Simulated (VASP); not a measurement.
Runs of VASP 6.6.1 on SiGe2. The structure is that of space group P6/mmm (No. 191), or close to it. The cells are those of the table. 

```csv
task,cell,k mesh,cutoff (eV),gap on the mesh (eV),pressure (GPa),relaxed volume (Å³/atom)
single point,"a = 2.804, b = 2.804, c = 7.898 Å, angles 90.0, 90.0, 120.0°, 3 atoms",6 × 6 × 2,520,none,-0.2,-
single point,"a = 2.783, b = 2.783, c = 8.081 Å, angles 90.0, 90.0, 120.0°, 3 atoms",6 × 6 × 2,520,none,-0.1,-
relaxation of cell and atoms,"relaxed from a = 2.783, b = 2.783, c = 8.081 Å, angles 90.0, 90.0, 120.0°, 3 atoms",18 × 18 × 6,600,-,-0.1,(a)
single point,"a = 2.811, b = 2.811, c = 7.867 Å, angles 90.0, 90.0, 120.0°, 3 atoms",18 × 18 × 6,520,none,0.0,-
relaxation of cell and atoms,"relaxed from a = 2.804, b = 2.804, c = 7.898 Å, angles 90.0, 90.0, 120.0°, 3 atoms",6 × 6 × 2,600,-,0.0,18.09
```

Alike in all rows: level PBE; potentials or basis VASP PAW PBE potentials, release 64 (Si, Ge_d); no spin polarisation; smearing gaussian 0.1 eV.

Problem. Fill in the values left out.

Solution. (a) 17.99.

Caveats: some runs use coarse meshes; the bands computed are all filled at some k points, so no gap is given (some runs).

A k mesh can miss the band edges, and the runs leave out spin-orbit coupling on Ge.

A gap of «none» marks levels without a gap at the run's occupations.
